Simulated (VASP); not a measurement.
A run of VASP 6.6.1 is set up as follows.

The input POSCAR:

```
MgRh
1.0
    3.0992000000      0.0000000000      0.0000000000
    0.0000000000      3.0992000000      0.0000000000
    0.0000000000      0.0000000000      3.0992000000
Mg Rh
1 1
Direct
    0.0000000000      0.0000000000      0.0000000000
    0.5000000000      0.5000000000      0.5000000000
```

File INCAR.step1:

```
SYSTEM = MgRh
ALGO     = Normal         ! electronic algorithm
EDIFF    = 1E-4           ! SCF threshold, eV
ENCUT    = 600            ! plane-wave cutoff, eV
GGA      = PE             ! functional
ISMEAR   = -1             ! smearing method
LASPH    = .True.         ! aspherical terms in the spheres
LCHARG   = .False.        ! write CHGCAR
LREAL    = .False.        ! projectors in reciprocal space
LWAVE    = .True.         ! write WAVECAR
NELM     = 60             ! most SCF steps
PREC     = Accurate       ! precision mode
SIGMA    = 0.1            ! smearing width, eV
```

Contents of INCAR.step2:

```
SYSTEM = MgRh
ALGO     = Normal         ! electronic algorithm
EDIFF    = 1E-7           ! SCF threshold, eV
EDIFFG   = -0.01          ! ionic threshold
ENCUT    = 600            ! plane-wave cutoff, eV
IBRION   = 2              ! ionic algorithm
ISIF     = 3              ! what is computed and relaxed
ISMEAR   = -1             ! smearing method
ISTART   = 1            
LASPH    = .True.         ! aspherical terms in the spheres
LCHARG   = .False.        ! write CHGCAR
LMIXTAU  = .True.       
LREAL    = .False.        ! projectors in reciprocal space
LWAVE    = .False.        ! write WAVECAR
METAGGA  = R2SCAN         ! meta-GGA
NELM     = 60             ! most SCF steps
NSW      = 80             ! ionic steps
PREC     = Accurate       ! precision mode
SIGMA    = 0.1            ! smearing width, eV
```

File KPOINTS:

```
k-points
0
Gamma
  7 7 7
  0 0 0
```

Potentials or basis: VASP PAW PBE potentials, release 64 (Mg, Rh_pv).

The run is started by

```sh
$ cat potpaw_PBE.64/Mg/POTCAR potpaw_PBE.64/Rh_pv/POTCAR > POTCAR
$ cp INCAR.step1 INCAR
$ mpirun -np 1 vasp_std > vasp.out
$ cp INCAR.step2 INCAR
$ mpirun -np 1 vasp_std > vasp.out
```

(1) What does it give for the relaxed cell?

(2) Estimate the space group after relaxing (to 0.05 Å).

(3) What does it give for the relaxed volume?

## Answers

(1) a = 3.090 Å, b = 3.090 Å, c = 3.090 Å, α = 90.00°, β = 90.00°, γ = 90.00°.

(2) Pm-3m (No. 221).

(3) 14.75 Å³/atom.

Caveat: the PAW data sets were made with another functional, which shifts forces and pressure a little.
